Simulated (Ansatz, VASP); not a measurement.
# MoOs in VASP and in Ansatz

```
CELL_PARAMETERS angstrom
2.73800 0.00000 0.00000
-1.36900 2.37118 0.00000
0.00000 0.00000 4.41768
ATOMIC_POSITIONS crystal
Mo 0.66667 0.33333 0.50000
Os 0.33333 0.66667 0.00000
```

Alike in both runs: functional LDA; k mesh 18 × 18 × 10; occupations methfessel-paxton of order 1, width 0.05 eV; no spin polarisation.

Ansatz relaxed the structure, and its values are those at the end. VASP's run is a single point on that final structure, the one shown.

|  | VASP | Ansatz |
| --- | --- | --- |
| version | VASP 6.6.1 | Ansatz 0.2.0 |
| potentials or method | VASP PAW LDA potentials, release 64 (Mo_sv, Os) | plane waves, PAW |
| plane-wave cutoff (eV) | 520 | 420 |
| valence electrons in the cell | 22 | 30 |

Ansatz gave:

* pressure (GPa): 0.0

Q: Estimate VASP's values.

A: Pressure (GPa): 1.2.

LDA's correlation is that of Perdew and Zunger in VASP and of Perdew and Wang (1992) in Ansatz. VASP's potentials hold 22 valence electrons a cell and Ansatz's 30, so a difference there can come from the potentials and not from the codes.

Spin-orbit coupling is off throughout.
